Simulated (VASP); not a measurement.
# Pd (Fm-3m) in VASP: a series of runs

Pd is run at these levels: PBEsol; tasks: relaxation of cell and atoms, single point.

All numbers are computed with VASP 6.6.1; they aren't measurements. Logs are shortened: lines on timing, memory, paths and dates and some standing lists are left out, and cuts for length are marked.

## Step 1: The cell of the first run

It takes space group Fm-3m (No. 225, cubic). The conventional cell has a = 3.878 Å, b = 3.878 Å, c = 3.878 Å, α = 90.00°, β = 90.00°, γ = 90.00°. Pd (site symmetry m-3m) has 12 Pd at 2.74 Å within 3.6 Å.

## Step 2: Relaxation of cell and atoms, PBEsol

Input file INCAR:

```
SYSTEM = Pd
  PREC = Accurate
  ENCUT = 600
  EDIFF = 1E-7
  ISMEAR = 0
  SIGMA = 0.1
  LREAL = .False.
  LASPH = .True.
  NELM = 100
  ALGO = Normal
  ISIF = 3
  LWAVE = .False.
  LCHARG = .False.
  GGA = PS
  IBRION = 2
  NSW = 80
  EDIFFG = -0.01
```

Input file KPOINTS:

```
Automatic mesh
0
Gamma
  18 18 18
  0 0 0
```

Input file POSCAR:

```
Pd
1.0
    0.0000000000      1.9391614246      1.9391614246
    1.9391614246      0.0000000000      1.9391614246
    1.9391614246      1.9391614246      0.0000000000
Pd
1
Direct
    0.0000000000      0.0000000000      0.0000000000
```

Potentials or basis: VASP PAW PBE potentials, release 64 (Pd).

Started as:

```bash
> cat potpaw_PBE.64/Pd/POTCAR > POTCAR
> mpirun -np 1 vasp_std > vasp.out
```

OUTCAR:

```text
SYSTEM = Pd
   PREC = Accurate
   ENCUT = 600
   EDIFF = 1E-7
   ISMEAR = 0
   LREAL = .False.
   LASPH = .True.
   NELM = 100
   ISIF = 3
   GGA = PS
   IBRION = 2
   NSW = 80
   EDIFFG = -0.01

 ion  position               nearest neighbor table
   1  0.000  0.000  0.000-

  LATTYP: Found a face centered cubic cell.
 ALAT       =     3.8783228492

  Lattice vectors:

 A1 = (   0.0000000000,   1.9391614246,   1.9391614246)
 A2 = (   1.9391614246,   0.0000000000,   1.9391614246)
 A3 = (   1.9391614246,   1.9391614246,   0.0000000000)

Analysis of symmetry for initial positions (statically):
=====================================================================
 Subroutine PRICEL returns:
 Original cell was already a primitive cell.

 Routine SETGRP: Setting up the symmetry group for a
 face centered cubic supercell.

 Subroutine GETGRP returns: Found 48 space group operations
 (whereof 48 operations were pure point group operations)
 out of a pool of 48 trial point group operations.

The static configuration has the point symmetry O_h .

Analysis of symmetry for dynamics (positions and initial velocities):
=====================================================================
 Subroutine PRICEL returns:
 Original cell was already a primitive cell.

 Routine SETGRP: Setting up the symmetry group for a
 face centered cubic supercell.

 Subroutine GETGRP returns: Found 48 space group operations
 (whereof 48 operations were pure point group operations)
 out of a pool of 48 trial point group operations.

The dynamic configuration has the point symmetry O_h .

 Subroutine INISYM returns: Found 48 space group operations
 (whereof 48 operations are pure point group operations),
 and found     1 'primitive' translations

----------------------------------------------------------------------------------------

                                     Primitive cell

  volume of cell :      14.5838

  direct lattice vectors                    reciprocal lattice vectors
     0.000000000  1.939161425  1.939161425    -0.257843413  0.257843413  0.257843413
     1.939161425  0.000000000  1.939161425     0.257843413 -0.257843413  0.257843413
     1.939161425  1.939161425  0.000000000     0.257843413  0.257843413 -0.257843413

  length of vectors
     2.742388386  2.742388386  2.742388386     0.446597892  0.446597892  0.446597892

  position of ions in fractional coordinates (direct lattice)
     0.000000000  0.000000000  0.000000000

  ion indices of the primitive-cell ions
   primitive index   ion index
                 1           1

----------------------------------------------------------------------------------------

 KPOINTS: Automatic mesh

Automatic generation of k-mesh.
 Grid dimensions read from file:
 generate k-points for:   18   18   18

 Generating k-lattice:

  Cartesian coordinates                     Fractional coordinates (reciprocal lattice)
    -0.014324634  0.014324634  0.014324634     0.055555556  0.000000000  0.000000000
     0.014324634 -0.014324634  0.014324634     0.000000000  0.055555556  0.000000000
     0.014324634  0.014324634 -0.014324634     0.000000000  0.000000000  0.055555556

  Length of vectors
     0.024810994  0.024810994  0.024810994

  Shift w.r.t. Gamma in fractional coordinates (k-lattice)
     0.000000000  0.000000000  0.000000000

 Subroutine IBZKPT returns following result:
 ===========================================

 Found    195 irreducible k-points:

 Following reciprocal coordinates:
            Coordinates               Weight
  0.000000  0.000000  0.000000      1.000000
  0.055556  0.000000  0.000000      8.000000
  0.111111  0.000000  0.000000      8.000000
  0.166667  0.000000  0.000000      8.000000
  0.222222  0.000000  0.000000      8.000000
  0.277778  0.000000  0.000000      8.000000
[... 16 lines left out ...]
 -0.277778  0.055556  0.000000     24.000000
 -0.222222  0.055556  0.000000     24.000000
 [... further k-points ...]
   k-points           NKPTS =    195   k-points in BZ     NKDIM =    195   number of bands    NBANDS=      9
   number of dos      NEDOS =    301   number of ions     NIONS =      1
   total plane-waves  NPLWV =  13824
   dimension x,y,z NGX =    24 NGY =   24 NGZ =   24
   dimension x,y,z NGXF=    48 NGYF=   48 NGZF=   48
   ions per type =               1
   NGX,Y,Z   is equivalent  to a cutoff of  14.55, 14.55, 14.55 a.u.
   NGXF,Y,Z  is equivalent  to a cutoff of  29.10, 29.10, 29.10 a.u.
 SYSTEM =  Pd
   PREC   = accura    normal or accurate (medium, high low for compatibility)
   ISTART =      0    job   : 0-new  1-cont  2-samecut
   ICHARG =      2    charge: 1-file 2-atom 10-const
   ISPIN  =      1    spin polarized calculation?
   LNONCOLLINEAR =      F non collinear calculations
   LSORBIT =      F    spin-orbit coupling
   LASPH  =      T    aspherical Exc in radial PAW
   ENCUT  =  600.0 eV  44.10 Ry    6.64 a.u.   5.48  5.48  5.48*2*pi/ulx,y,z
   NELM   =    100;   NELMIN=  2; NELMDL= -5     # of ELM steps
   EDIFF  = 0.1E-06   stopping-criterion for ELM
   LREAL  =      F    real-space projection
   EDIFFG = -.1E-01   stopping-criterion for IOM
   NSW    =     80    number of steps for IOM
   IBRION =      2    ionic relax: 0-MD 1-quasi-New 2-CG
   NFREE  =      1    steps in history (QN), initial steepest desc. (CG)
   ISIF   =      3    stress and relaxation
   ISYM   =      2    0-nonsym 1-usesym 2-fastsym
   POTIM  = 0.5000    time-step for ionic-motion
   TEBEG  =    0.0;   TEEND  =   0.0 temperature during run
   PSTRESS=    0.0 pullay stress
   NELECT =      10.0000    total number of electrons
   NUPDOWN=      -1.0000    fix difference up-down
   EMIN   =  10.00;   EMAX   =-10.00  energy-range for DOS
   EFERMI =   0.00;   METHOD = LEGACY
   ISMEAR =     0;   SIGMA  =   0.10  broadening in eV -4-tet -1-fermi 0-gaus
   EFERMI_NEDOS =   21; number of points for ismear=-14 and -15
   IALGO  =     38    algorithm
   IMIX   =      4    mixing-type and parameters
     AMIX     =   0.40;   BMIX     =  1.00
     AMIX_MAG =   1.60;   BMIX_MAG =  1.00
  volume/ion in A,a.u.               =      14.58        98.42
  Fermi-wavevector in a.u.,A,eV,Ry     =   1.443613  2.728034 28.354804  2.084019
  Thomas-Fermi vector in A             =   2.562001
   LORBIT       =      0    0 simple, 1 ext, 2 COOP (PROOUT), +10 PAW based schemes
   GGA     = PS    functional components
   LHFCALC =     F    Hartree Fock is set to
   AEXX    =    0.0000 exact exchange contribution
   IVDW    =     0    specifies the selected vdW correction
   LEPSILON=     F    determine dielectric tensor
   LRPA    =     F    only Hartree local field effects (RPA)
 conjugate gradient relaxation of ions
 non-spin polarized calculation
 Gauss-broadening in eV      SIGMA  =   0.10
  energy-cutoff  :      600.00
  volume of cell :       14.58
 maximum number of plane-waves:       531
 NGX is ok and might be reduce to    24
   NGX = 11   NGY = 11   NGZ = 11

--------------------------------------- Ionic step        1  -------------------------------------------

 number of electron      10.0000000 magnetization

 Free energy of the ion-electron system (eV)
  ---------------------------------------------------
  ext. energy  EPLUGINS =         0.00000000
  ---------------------------------------------------
  free energy    TOTEN  =        -5.96976070 eV

  energy without entropy =       -5.95821654  energy(sigma->0) =       -5.96398862

------------------------ aborting loop because EDIFF is reached ----------------------------------------

  FORCE on cell =-STRESS in cart. coord.  units (eV):
  Direction    XX          YY          ZZ          XY          YZ          ZX
  --------------------------------------------------------------------------------------
  -------------------------------------------------------------------------------------
  Total       -0.0813697     -0.0813697     -0.0813697      0.0000000      0.0000000      0.0000000
  in kB       -8.9392593     -8.9392593     -8.9392593      0.0000000      0.0000000      0.0000000
  external PRESSURE =      -8.9392593 kB  Pullay stress =       0.0000000 kB

 VOLUME and BASIS-vectors are now :
 -----------------------------------------------------------------------------
  energy-cutoff  :      600.00
  volume of cell :       14.58
      direct lattice vectors                 reciprocal lattice vectors
     0.000000000  1.939161425  1.939161425    -0.257843413  0.257843413  0.257843413
     1.939161425  0.000000000  1.939161425     0.257843413 -0.257843413  0.257843413
     1.939161425  1.939161425  0.000000000     0.257843413  0.257843413 -0.257843413

 POSITION                                       TOTAL-FORCE (eV/Angst)
 -----------------------------------------------------------------------------------
      0.00000      0.00000      0.00000        -0.000000     -0.000000     -0.000000
 -----------------------------------------------------------------------------------
    total drift:                               -0.000000      0.000000      0.000000

  FREE ENERGIE OF THE ION-ELECTRON SYSTEM (eV)
  ---------------------------------------------------
  free  energy   TOTEN  =        -5.9697607011 eV

  energy  without entropy=       -5.9582165438  energy(sigma->0) =       -5.96398862

--------------------------------------- Ionic step        2  -------------------------------------------

 number of electron      10.0000001 magnetization

 E-fermi :  10.0205     XC(G=0): -13.5243

 val. band max:       10.0196189454   @ k =  -0.4444   0.3889   0.1111
 cond. band min:      10.0217671514   @ k =   0.5000   0.1111   0.0000
 fundamental gap:      0.0021482060
 Fermi energy:        10.0205293034

 k-point     1 :       0.0000    0.0000    0.0000
  band No.  band energies     occupation
      1       2.5949      2.00000
      2       7.0542      2.00000
      3       7.0542      2.00000
      4       7.0542      2.00000
      5       8.7502      2.00000
      6       8.7502      2.00000
      7      27.1517      0.00000
      8      32.0552      0.00000
      9      32.0552      0.00000

 k-point     2 :       0.0556    0.0000    0.0000
  band No.  band energies     occupation
      1       2.7098      2.00000
      2       7.0117      2.00000
      3       7.0951      2.00000
      4       7.0951      2.00000
      5       8.7300      2.00000
      6       8.7300      2.00000
      7      27.2810      0.00000
      8      31.2929      0.00000
      9      32.1924      0.00000
[... 286 lines left out ...]
 POSITION                                       TOTAL-FORCE (eV/Angst)
 -----------------------------------------------------------------------------------
      3.86310      3.86310      3.86310         0.000000     -0.000000      0.000000
 -----------------------------------------------------------------------------------
    total drift:                               -0.000000     -0.000000      0.000000

  FREE ENERGIE OF THE ION-ELECTRON SYSTEM (eV)
  ---------------------------------------------------
  free  energy   TOTEN  =        -5.9694328140 eV

  energy  without entropy=       -5.9580840562  energy(sigma->0) =       -5.96375844

--------------------------------------- Ionic step        3  -------------------------------------------

 number of electron      10.0000000 magnetization

 Free energy of the ion-electron system (eV)
  ---------------------------------------------------
  ext. energy  EPLUGINS =         0.00000000
  ---------------------------------------------------
  free energy    TOTEN  =        -5.96994312 eV

  energy without entropy =       -5.95847248  energy(sigma->0) =       -5.96420780

 E-fermi :   9.8924     XC(G=0): -13.4783

 val. band max:        9.8912880402   @ k =  -0.4444   0.3889   0.1111
 cond. band min:       9.8932064831   @ k =   0.5000   0.1111   0.0000
 fundamental gap:      0.0019184429
 Fermi energy:         9.8924481138

 k-point     1 :       0.0000    0.0000    0.0000
  band No.  band energies     occupation
      1       2.5259      2.00000
      2       6.9615      2.00000
      3       6.9615      2.00000
      4       6.9615      2.00000
      5       8.6373      2.00000
      6       8.6373      2.00000
      7      27.0225      0.00000
      8      31.8835      0.00000
      9      31.8835      0.00000

 k-point     2 :       0.0556    0.0000    0.0000
  band No.  band energies     occupation
      1       2.6400      2.00000
      2       6.9195      2.00000
      3       7.0019      2.00000
      4       7.0019      2.00000
      5       8.6174      2.00000
      6       8.6174      2.00000
      7      27.1492      0.00000
      8      31.1215      0.00000
      9      32.0184      0.00000
[... 286 lines left out ...]
 POSITION                                       TOTAL-FORCE (eV/Angst)
 -----------------------------------------------------------------------------------
      0.00000      0.00000      0.00000        -0.000000      0.000000     -0.000000
 -----------------------------------------------------------------------------------
    total drift:                               -0.000000     -0.000000     -0.000000

  FREE ENERGIE OF THE ION-ELECTRON SYSTEM (eV)
  ---------------------------------------------------
  free  energy   TOTEN  =        -5.9699431246 eV

  energy  without entropy=       -5.9584724777  energy(sigma->0) =       -5.96420780

 reached required accuracy - stopping structural energy minimisation
```

Wall time 32 s (1 thread of Intel Xeon Platinum 8375C at 2.90GHz (Ice Lake), shared host); peak memory 0.17 GiB.

Results:

* Free energy: -5.9699 eV
* Relaxed volume: 14.52 Å³/atom
* Relaxed cell: a = 2.738 Å, b = 2.738 Å, c = 2.738 Å, α = 60.00°, β = 60.00°, γ = 60.00°
* Space group after relaxing (to 0.05 Å): Fm-3m (No. 225)
* Energy gained by relaxing: 0.2 meV/atom
* Ionic steps: 3
* Pressure after relaxing: 0.0 GPa
* Band gap on the k mesh: zero (band 5 reaches 10.20 eV, above the bottom of band 6 at 8.57 eV)

Step by step:
```tsv
step	energy change (eV)	largest force (eV/Å)	pressure (GPa)	volume (Å³)
1	0.0000	0.0000	-0.89	14.58
2	0.0003	0.0000	1.56	14.41
3	-0.0002	0.0000	0.01	14.52
```

Final structure:
```yaml
crystal:
  lattice:
    - [0.00000, 1.93629, 1.93629]
    - [1.93629, 0.00000, 1.93629]
    - [1.93629, 1.93629, 0.00000]
  atoms:
    - { symbol: Pd, position: [0.00000, 0.00000, 0.00000] }
```

Caveat: the PAW data sets were made with another functional, which shifts forces and pressure a little.

## Step 3: Single point, PBEsol

Input file INCAR:

```
SYSTEM = Pd
ALGO = Normal ; EDIFF = 1E-6
ENCUT = 520 ; GGA = PS
ISIF = 2 ; ISMEAR = 0
LASPH = .TRUE. ; LCHARG = .FALSE.
LREAL = .FALSE. ; LWAVE = .FALSE.
NBANDS = 11 ; NELM = 60
PREC = Accurate ; SIGMA = 0.1
```

Input file KPOINTS:

```
k-points
0
G
  8 8 8
  0 0 0
```

POSCAR is that of step 2.

Potentials or basis: VASP PAW PBE potentials, release 64 (Pd).

Started as:

```bash
> cat potpaw_PBE.64/Pd/POTCAR > POTCAR
> mpirun -np 1 vasp_std > vasp.out
```

OUTCAR:

```text
SYSTEM = Pd
   EDIFF = 1E-6
   ENCUT = 520
   GGA = PS
   ISIF = 2
   ISMEAR = 0
   LASPH = .TRUE.
   LREAL = .FALSE.
   NELM = 60
   PREC = Accurate

 ion  position               nearest neighbor table
   1  0.000  0.000  0.000-

  LATTYP: Found a face centered cubic cell.
 ALAT       =     3.8783228492

  Lattice vectors:

 A1 = (   0.0000000000,   1.9391614246,   1.9391614246)
 A2 = (   1.9391614246,   0.0000000000,   1.9391614246)
 A3 = (   1.9391614246,   1.9391614246,   0.0000000000)
[... 505 lines left out ...]
      2       6.1231      2.00000
      3       7.3261      2.00000
      4       7.8305      2.00000
      5       9.6962      1.99865
      6      14.6560      0.00000
      7      17.2280      0.00000
      8      25.5060      0.00000
      9      25.8324      0.00000
     10      31.0160      0.00000
     11      36.0563      0.00000

 [... further k-points ...]
[... 5 lines left out ...]
  --------------------------------------------------------------------------------------
  -------------------------------------------------------------------------------------
  Total        0.0125504      0.0125504      0.0125504     -0.0000000      0.0000000      0.0000000
  in kB        1.3787799      1.3787799      1.3787799     -0.0000000      0.0000000      0.0000000
  external PRESSURE =       1.3787799 kB  Pullay stress =       0.0000000 kB

 VOLUME and BASIS-vectors are now :
 -----------------------------------------------------------------------------
  energy-cutoff  :      520.00
  volume of cell :       14.58
      direct lattice vectors                 reciprocal lattice vectors
     0.000000000  1.939161425  1.939161425    -0.257843413  0.257843413  0.257843413
     1.939161425  0.000000000  1.939161425     0.257843413 -0.257843413  0.257843413
     1.939161425  1.939161425  0.000000000     0.257843413  0.257843413 -0.257843413

 POSITION                                       TOTAL-FORCE (eV/Angst)
 -----------------------------------------------------------------------------------
      0.00000      0.00000      0.00000         0.000000      0.000000      0.000000
 -----------------------------------------------------------------------------------
    total drift:                               -0.000000     -0.000000     -0.000000

  FREE ENERGIE OF THE ION-ELECTRON SYSTEM (eV)
  ---------------------------------------------------
  free  energy   TOTEN  =        -5.9408959669 eV

  energy  without entropy=       -5.9284926708  energy(sigma->0) =       -5.93469432
```

OSZICAR:

```text
N       E                     dE             d eps       ncg     rms          rms(c)
DAV:   1     0.379113971355E+02    0.37911E+02   -0.49520E+03   657   0.832E+02
DAV:   2    -0.584032944926E+01   -0.43752E+02   -0.41603E+02   728   0.175E+02
DAV:   3    -0.631693096225E+01   -0.47660E+00   -0.47402E+00   746   0.196E+01
DAV:   4    -0.631932944454E+01   -0.23985E-02   -0.23978E-02   768   0.149E+00
DAV:   5    -0.631935342539E+01   -0.23981E-04   -0.23980E-04   860   0.133E-01    0.866E+00
DAV:   6    -0.595384575789E+01    0.36551E+00   -0.15972E+00   776   0.104E+01    0.395E+00
DAV:   7    -0.594569607900E+01    0.81497E-02   -0.27686E-02   772   0.973E-01    0.219E+00
DAV:   8    -0.594091918812E+01    0.47769E-02   -0.14329E-03   785   0.347E-01    0.504E-02
DAV:   9    -0.594089235302E+01    0.26835E-04   -0.19147E-04   887   0.112E-01    0.125E-02
DAV:  10    -0.594089646627E+01   -0.41133E-05   -0.19018E-06   780   0.118E-02    0.793E-03
DAV:  11    -0.594089596692E+01    0.49935E-06   -0.66741E-07   541   0.629E-03
   1 F= -.59408960E+01 E0= -.59346943E+01  d E =-.124033E-01
```

stdout:

```text
POSCAR found type information on POSCAR Pd
 POSCAR found :  1 types and       1 ions
 scaLAPACK will be used
 -----------------------------------------------------------------------------
|                                                                             |
|                                                                             |
|     You enforced a specific xc type in the INCAR file but a different       |
|     I HOPE YOU KNOW WHAT YOU ARE DOING!                                     |
|                                                                             |
 -----------------------------------------------------------------------------

 LDA part: xc-table for (Slater+PW92), standard interpolation
 POSCAR, INCAR and KPOINTS ok, starting setup
 FFT: planning ... GRIDC
 FFT: planning ... GRID_SOFT
 FFT: planning ... GRID
 WAVECAR not read
 entering main loop
```

Run time: 10 s. Hardware: 1 thread of AMD EPYC 7R13, shared host; peak memory 0.09 GiB.

Results:

- Free energy: -5.9409 eV
- Pressure: 0.1 GPa
- Band gap on the k mesh: zero (band 5 reaches 10.16 eV, above the bottom of band 6 at 8.53 eV)

Levels at points of the mesh, in eV from the Fermi level:
```
           k point  band 2  band 3  band 4  band 5  band 6  band 7  band 8  band 9
(0.00, 0.00, 0.00)   -2.98   -2.98   -2.98   -1.32   -1.32   17.02   21.85   21.85
(0.50, 0.00, 0.00)   -3.03   -3.03   -0.09   -0.09    0.79    7.27   16.38   21.02
(0.50, 0.50, 0.00)   -5.31   -0.11    0.24    0.24    3.14   10.74   13.07   13.07
```

Caveat: the PAW data sets were made with another functional, which shifts forces and pressure a little.
